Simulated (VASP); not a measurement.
Here is a VASP 6.6.1 calculation.

Contents of INCAR:

```
SYSTEM = La4LuF3
PREC = Accurate
ENCUT = 600
EDIFF = 1E-7
ISMEAR = 0
SIGMA = 0.2
LREAL = .FALSE.
LASPH = .TRUE.
NELM = 60
ALGO = Normal
ISIF = 3
LWAVE = .FALSE.
LCHARG = .FALSE.
GGA = PE
IBRION = 2
NSW = 36
EDIFFG = -0.08
```

Contents of KPOINTS:

```
regular mesh
0
G
  4 4 2
  0 0 0
```

File POSCAR:

```
La4LuF3
1.0
    4.9805913100      0.0000000000      0.0000000000
   -2.4902956500      4.3133186000      0.0000000000
    0.0000000000      0.0000000000     10.1565148900
La Lu F
4 1 3
Direct
    0.3333333300      0.6666666700      0.8242007300
    0.6666666700      0.3333333300      0.8242007300
    0.6666666700      0.3333333300      0.1757992700
    0.3333333300      0.6666666700      0.1757992700
    0.0000000000      0.0000000000      0.0000000000
    0.5000000000      0.0000000000      0.5000000000
    0.0000000000      0.5000000000      0.5000000000
    0.5000000000      0.5000000000      0.5000000000
```

Potentials or basis: VASP PAW PBE potentials, release 64 (La, Lu, F).

Run with:

```sh
$ cat potpaw_PBE.64/La/POTCAR potpaw_PBE.64/Lu/POTCAR potpaw_PBE.64/F/POTCAR > POTCAR
$ mpirun -np 1 vasp_std > vasp.out
```

Question: Estimate the relaxed volume.

Answer: 28.33 Å³/atom.

Question: What does it give for the relaxed cell?

Answer: a = 5.891 Å, b = 5.891 Å, c = 7.542 Å, α = 90.00°, β = 90.00°, γ = 120.00°.

Question: Predict the band gap on the k mesh.

Answer: Zero (bands 45 and 46 overlap by 0.21 eV).

Question: Predict the space group after relaxing (to 0.1 Å).

Answer: P6/mmm (No. 191).

The path:
```
step  energy change (eV)  largest force (eV/Å)  pressure (GPa)  volume (Å³)
   1              0.0000                1.9398            4.90       218.19
   2             -5.2511                2.6589           -1.92       242.46
   3             -8.9822                2.2210           -9.54       279.33
   4            -10.6157                2.0313           -7.40       268.68
   5            -12.3614                1.1672            1.09       220.48
   6            -12.6799                1.3050           -2.90       232.89
   7            -13.2611                0.0037            1.60       212.81
   8            -13.2611                0.0050            1.62       212.77
   9            -13.3621                0.2859           -0.08       219.29
  10            -13.3663                0.3906           -0.47       221.11
  11            -13.4053                0.3806           -0.04       220.73
  12            -13.4950                0.1871            1.27       219.39
  13            -13.2061                1.0261            3.74       215.88
  14            -13.5044                0.0172            1.68       219.00
  15            -13.5186                0.0139            1.50       220.25
  16            -13.5339                0.1068            1.07       223.12
  17            -13.5423                0.0528            0.80       224.16
  18            -13.5522                0.0684            0.17       226.66
```

Caveat: the k points lie up to 0.42 Å⁻¹ apart in the final cell; a cell axis changed by over 15 % at a fixed basis, so the end point is rough; spin-orbit coupling is left out, which moves the levels of the heavy elements; the relaxation stopped at a loose force limit of 0.08 eV/Å, so its end isn't a converged minimum.
